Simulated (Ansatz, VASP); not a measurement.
Sn3O2: VASP beside Ansatz

```
Sn O
1.0
     1.72579    0.99638   10.18904
    -1.72579    0.99638   10.18904
     0.00000   -1.99277   10.18904
Sn O
3 2
Direct
  0.00000 0.00000 0.00000
  0.21439 0.21439 0.21439
  0.78561 0.78561 0.78561
  0.42046 0.42046 0.42046
  0.57954 0.57954 0.57954
```

Alike in both runs: functional PBE; k mesh 12 × 12 × 12; occupations gaussian, width 0.1 eV; no spin polarisation.

Ansatz relaxed the structure, and its values are those at the end. VASP's run is a single point on that final structure, the one shown.

```csv
,VASP,Ansatz
version,VASP 6.6.1,Ansatz 0.2.0
potentials or method,"VASP PAW PBE potentials, release 64 (Sn_d, O), cutoff 520 eV","scalar-relativistic, plane waves, PAW"
valence electrons in the cell,54,54
```

|  | VASP | Ansatz | Ansatz less VASP |
| --- | --- | --- | --- |
| gap on the k mesh at the Fermi level (eV) | none | none | - |
| pressure (GPa) | 0.1 | 0.0 | -0.10 |
| rms of the force components (eV/Å) | 0.024 | 0.000 | -0.0236 |

A gap of «none» marks a metal or a gap that the smearing closes.
